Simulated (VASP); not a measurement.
**In2BiP: single point with PBE**

The system is In2BiP.

```
CELL_PARAMETERS angstrom
4.55397 0.00000 0.00000
0.00000 4.55397 0.00000
0.00000 0.00000 6.51356
ATOMIC_POSITIONS crystal
P 0.00000 0.00000 0.00000
In 0.00000 0.50000 0.78210
In 0.50000 0.00000 0.21790
Bi 0.50000 0.50000 0.50000
```

This cell differs from its parent crystal: volume changed by +3%.

```json
{
  "Program": "VASP 6.6.1",
  "Task": "single point",
  "Functional": "PBE",
  "Potentials or basis": "VASP PAW PBE potentials, release 64 (P, In_d, Bi_d)",
  "Cutoff": "520 eV",
  "k mesh": "6 × 6 × 4",
  "Occupations": "fermi-dirac, width 0.02 eV",
  "Spin": "no spin polarisation",
  "Dipole correction": "no",
  "Further INCAR settings": "ALGO = Normal; EDIFF = 1e-07; NBANDS = 31"
}
```

- Pressure: -1.2 GPa
- Largest force: 0.011 eV/Å
- Band gap on the k mesh: zero (band 23 reaches 4.46 eV, above the bottom of band 24 at 4.43 eV)

Forces on the atoms (eV/Å):
```
P    0.000  0.000  0.000
In   0.000  0.000 -0.011
In   0.000  0.000  0.011
Bi   0.000  0.000  0.000
```

Levels at points of the mesh, in eV from the Fermi level:
| k point | band 20 | band 21 | band 22 | band 23 | band 24 | band 25 | band 26 | band 27 |
| --- | --- | --- | --- | --- | --- | --- | --- | --- |
| (0.00, 0.00, 0.00) | -2.42 | -1.40 | -0.32 | 0.02 | 0.02 | 1.26 | 1.38 | 3.22 |
| (0.50, 0.00, 0.00) | -2.72 | -2.56 | -1.84 | -0.36 | 1.23 | 2.20 | 3.69 | 3.85 |
| (0.50, 0.50, 0.00) | -2.50 | -2.20 | -2.20 | -1.89 | 0.66 | 1.43 | 1.43 | 1.84 |
| (0.00, 0.00, 0.50) | -2.13 | -2.13 | -0.71 | -0.71 | 1.05 | 1.60 | 2.41 | 2.43 |
| (0.50, 0.00, 0.50) | -1.83 | -1.17 | -1.10 | -0.27 | 0.00 | 0.30 | 3.58 | 3.73 |
| (0.50, 0.50, 0.50) | -2.72 | -2.72 | -2.72 | -2.58 | 3.01 | 3.01 | 3.75 | 3.82 |

Run time: 40 s on 1 thread of Intel(R) Xeon(R) 6975P-C (Granite Rapids), with other jobs on the host, peak memory 0.31 GiB.

Caveat: spin-orbit coupling is left out, which moves the levels of the heavy elements.
